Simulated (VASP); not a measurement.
# Si5O12 (P1) in VASP: single point with PBE

Aim: the single point of Si5O12 with PBE.

All numbers are computed with VASP 6.6.1; they aren't measurements. Logs are shortened: lines on timing, memory, paths and dates and some standing lists are left out, and cuts for length are marked.

## (1) The cell of the first run

The typed cell holds 17 atoms: a = 4.993 Å, b = 4.756 Å, c = 9.735 Å, α = 102.90°, β = 89.98°, γ = 90.00°.

## (2) Single point, PBE (atoms taken out)

INCAR

```
SYSTEM = Si5O12
PREC = Accurate
ENCUT = 520
EDIFF = 1E-6
ISMEAR = 0
SIGMA = 0.02
LREAL = Auto
LASPH = .True.
NELM = 80
ALGO = Normal
ISIF = 2
LWAVE = .False.
LCHARG = .False.
GGA = PE
NBANDS = 60
```

KPOINTS

```
Automatic mesh
0
Gamma
  5 5 3
  0 0 0
```

POSCAR

```
Si5O12
1.0
   -2.4959190000      4.3246890000     -0.0000540000
   -0.5224770000     -0.3017200000      4.7174650000
    8.3896720000      4.8454110000     -0.9522020000
Si O
5 12
Direct
    0.2558159686      0.0941861140      0.2613946024
    0.7510233267      0.8506309301      0.7408439341
    0.5000254855      0.6664145445      0.0006869279
    0.7514280759      0.4826763508      0.2604407695
    0.2554858228      0.2391550969      0.7400405111
    0.3216659823      0.9082296965      0.1039091513
    0.8508747280      0.5199969530      0.6430773731
    0.5059412267      0.3145788171      0.3238639508
    0.0067671066      0.0500329716      0.7625686056
    0.6786971555      0.5154517091      0.1022952195
    0.1505563684      0.4722955256      0.6391080195
    0.0077416285      0.2840953931      0.2387864931
    0.5053214281      0.0183865350      0.6774510692
    0.8506814892      0.8136869621      0.3580408947
    0.3216582626      0.4245302277      0.8975788609
    0.1503561313      0.8616714088      0.3625644534
    0.6784531006      0.8174322588      0.8989579935
```

Potentials or basis: VASP PAW PBE potentials, release 64 (Si, O).

Run with:

```bash
$ cat potpaw_PBE.64/Si/POTCAR potpaw_PBE.64/O/POTCAR > POTCAR
$ mpirun -np 1 vasp_std > vasp.out
```

OUTCAR:

```text
SYSTEM = Si5O12
   PREC = Accurate
   ENCUT = 520
   EDIFF = 1E-6
   ISMEAR = 0
   LREAL = Auto
   LASPH = .True.
   NELM = 80
   ISIF = 2
   GGA = PE

 ion  position               nearest neighbor table
   1  0.256  0.094  0.261-  12 1.58   6 1.62   8 1.66  16 1.72   4 3.09   3 3.12   4 3.12
   2  0.751  0.851  0.741-   9 1.58  17 1.62  13 1.66   7 1.72   5 3.09   3 3.12   5 3.12
   3  0.500  0.666  0.001-  17 1.61  10 1.61  15 1.62   6 1.62   4 3.12   2 3.12   5 3.12   1 3.12

   4  0.751  0.483  0.260-  12 1.58  10 1.62   8 1.66  14 1.72   1 3.09   3 3.12   1 3.12
   5  0.255  0.239  0.740-   9 1.58  15 1.62  13 1.66  11 1.72   2 3.09   3 3.12   2 3.12
   6  0.322  0.908  0.104-   3 1.62   1 1.62
   7  0.851  0.520  0.643-  11 1.51   2 1.72
   8  0.506  0.315  0.324-   4 1.66   1 1.66
   9  0.007  0.050  0.763-   2 1.58   5 1.58
  10  0.679  0.515  0.102-   3 1.61   4 1.62
  11  0.151  0.472  0.639-   7 1.51   5 1.72
  12  0.008  0.284  0.239-   4 1.58   1 1.58
  13  0.505  0.018  0.677-   2 1.66   5 1.66
  14  0.851  0.814  0.358-  16 1.51   4 1.72
  15  0.322  0.425  0.898-   3 1.62   5 1.62
  16  0.150  0.862  0.363-  14 1.51   1 1.72
  17  0.678  0.817  0.899-   3 1.61   2 1.62

  LATTYP: Found a triclinic cell.
 ALAT       =     9.7350548368
 B/A-ratio  =     0.4885324683
 C/A-ratio  =     0.5129144302
 COS(alpha) =     0.0000437791
 COS(beta)  =     0.0003086907
 COS(gamma) =     0.2232743768

  Lattice vectors:

 A1 = (   8.3896720000,   4.8454110000,  -0.9522020000)
 A2 = (   0.5224770000,   0.3017200000,  -4.7174650000)
 A3 = (  -2.4959190000,   4.3246890000,  -0.0000540000)

Analysis of symmetry for initial positions (statically):
=====================================================================
 Subroutine PRICEL returns:
 Original cell was already a primitive cell.

 Routine SETGRP: Setting up the symmetry group for a
 triclinic supercell.

 Subroutine GETGRP returns: Found  1 space group operations
 (whereof  1 operations were pure point group operations)
 out of a pool of  2 trial point group operations.

The static configuration has the point symmetry C_1 .

Analysis of symmetry for dynamics (positions and initial velocities):
=====================================================================
 Subroutine PRICEL returns:
 Original cell was already a primitive cell.

[... 141 lines left out ...]
   IBRION =     -1    ionic relax: 0-MD 1-quasi-New 2-CG
   NFREE  =      0    steps in history (QN), initial steepest desc. (CG)
   ISIF   =      2    stress and relaxation
   ISYM   =      2    0-nonsym 1-usesym 2-fastsym
   POTIM  = 0.5000    time-step for ionic-motion
   TEBEG  =    0.0;   TEEND  =   0.0 temperature during run
   PSTRESS=    0.0 pullay stress
   NELECT =      92.0000    total number of electrons
   NUPDOWN=      -1.0000    fix difference up-down
   EMIN   =  10.00;   EMAX   =-10.00  energy-range for DOS
   EFERMI =   0.00;   METHOD = LEGACY
   ISMEAR =     0;   SIGMA  =   0.02  broadening in eV -4-tet -1-fermi 0-gaus
   EFERMI_NEDOS =   21; number of points for ismear=-14 and -15
   IALGO  =     38    algorithm
   IMIX   =      4    mixing-type and parameters
     AMIX     =   0.40;   BMIX     =  1.00
     AMIX_MAG =   1.60;   BMIX_MAG =  1.00
  volume/ion in A,a.u.               =      13.26        89.45
  Fermi-wavevector in a.u.,A,eV,Ry     =   1.214472  2.295020 20.067823  1.474943
  Thomas-Fermi vector in A             =   2.349891
   LORBIT       =      0    0 simple, 1 ext, 2 COOP (PROOUT), +10 PAW based schemes
   GGA     = PE    functional components
   LHFCALC =     F    Hartree Fock is set to
   AEXX    =    0.0000 exact exchange contribution
   IVDW    =     0    specifies the selected vdW correction
   LEPSILON=     F    determine dielectric tensor
   LRPA    =     F    only Hartree local field effects (RPA)
 non-spin polarized calculation
 Gauss-broadening in eV      SIGMA  =   0.02
  energy-cutoff  :      520.00
  volume of cell :      225.35
 maximum number of plane-waves:      6083
 NGX is ok and might be reduce to    40
   NGX = 19   NGY = 17   NGZ = 37

 number of electron      91.9999997 magnetization

 Free energy of the ion-electron system (eV)
  ---------------------------------------------------
  ext. energy  EPLUGINS =         0.00000000
  ---------------------------------------------------
  free energy    TOTEN  =      -123.47589661 eV

  energy without entropy =     -123.47589661  energy(sigma->0) =     -123.47589661

 E-fermi :   1.2164     XC(G=0):  -8.8987

 val. band max:        1.1044766206   @ k =   0.0000   0.2000   0.3333
 cond. band min:       3.4852428185   @ k =   0.4000   0.0000   0.0000
 fundamental gap:      2.3807661979
 Fermi energy:         1.2164252417

 k-point     1 :       0.0000    0.0000    0.0000
  band No.  band energies     occupation
      1     -19.7556      2.00000
      2     -19.6808      2.00000
      3     -18.5986      2.00000
      4     -18.2329      2.00000
      5     -17.7016      2.00000
      6     -17.2671      2.00000
[... 1453 lines left out ...]
     57      10.4331      0.00000
     58      10.4502      0.00000

 [... further k-points ...]

 [bands above 58 left out]

------------------------ aborting loop because EDIFF is reached ----------------------------------------

  FORCE on cell =-STRESS in cart. coord.  units (eV):
  Direction    XX          YY          ZZ          XY          YZ          ZX
  --------------------------------------------------------------------------------------
  -------------------------------------------------------------------------------------
  Total        0.4086194      0.4570336      0.1241609     -0.0362345     -0.0899462     -0.1719193
  in kB        2.9052280      3.2494469      0.8827671     -0.2576226     -0.6395049     -1.2223226
  external PRESSURE =       2.3458140 kB  Pullay stress =       0.0000000 kB

 VOLUME and BASIS-vectors are now :
 -----------------------------------------------------------------------------
  energy-cutoff  :      520.00
  volume of cell :      225.35
      direct lattice vectors                 reciprocal lattice vectors
    -2.495919000  4.324689000 -0.000054000    -0.100160587  0.173424560 -0.000001260
    -0.522477000 -0.301720000  4.717465000     0.018272883  0.010548557  0.214676711
     8.389672000  4.845411000 -0.952202000     0.090534463  0.052250557  0.013368878

 POSITION                                       TOTAL-FORCE (eV/Angst)
 -----------------------------------------------------------------------------------
      1.50531      2.34447      0.19541        -0.002015     -0.006251      0.026218
      3.89651      6.58098      3.30735        -0.017943      0.002330      0.020967
     -1.59045      1.96471      3.14311         0.009617     -0.010894      0.001702
      0.05732      4.36600      2.02898         0.004899      0.018267     -0.020258
      5.44607      4.61854      0.42352         0.006216     -0.001563     -0.024649
     -0.40562      1.62056      4.18558        -0.002342      0.016801     -0.008284
[... 9 lines left out ...]
      2.21632      2.14703      3.71966        -0.023487      0.106538     -0.000401
      5.42151      7.04328      3.00018         0.010812     -0.010050     -0.012442
 -----------------------------------------------------------------------------------
    total drift:                               -0.005705     -0.001356     -0.002104

  FREE ENERGIE OF THE ION-ELECTRON SYSTEM (eV)
  ---------------------------------------------------
  free  energy   TOTEN  =      -123.4758966135 eV

  energy  without entropy=     -123.4758966135  energy(sigma->0) =     -123.47589661
```

stdout:

```text
POSCAR found type information on POSCAR SiO
 POSCAR found :  2 types and      17 ions
 scaLAPACK will be used
 LDA part: xc-table for (Slater+PW92), standard interpolation
 POSCAR, INCAR and KPOINTS ok, starting setup
 FFT: planning ... GRIDC
 FFT: planning ... GRID_SOFT
 FFT: planning ... GRID
 WAVECAR not read
 entering main loop
```

Run time: 15 min. Hardware: 1 thread of Oxide Virtual Turin-like, shared host; peak memory 0.45 GiB.

What came out:

```
Free energy            : -123.4759 eV
Pressure               : 0.2 GPa
Largest force          : 0.112 eV/Å
Band gap on the k mesh : 2.38 eV (least direct gap 2.45 eV)
```

Forces on the atoms (eV/Å):
```
Si  -0.002 -0.006  0.026
Si  -0.018  0.002  0.021
Si   0.010 -0.011  0.002
Si   0.005  0.018 -0.020
Si   0.006 -0.002 -0.025
O   -0.002  0.017 -0.008
O    0.039 -0.100  0.001
O   -0.006 -0.008 -0.006
O   -0.021 -0.010  0.003
O    0.002 -0.015  0.012
O   -0.081  0.077  0.000
O    0.020  0.009 -0.002
O    0.009  0.003  0.003
O    0.064 -0.083 -0.004
O   -0.012  0.012  0.009
O   -0.023  0.107  0.000
O    0.011 -0.010 -0.012
```

Caveat: the cell differs from its parent crystal (atoms taken out); an odd mesh through Γ misses points on the zone boundary, where band edges can lie.
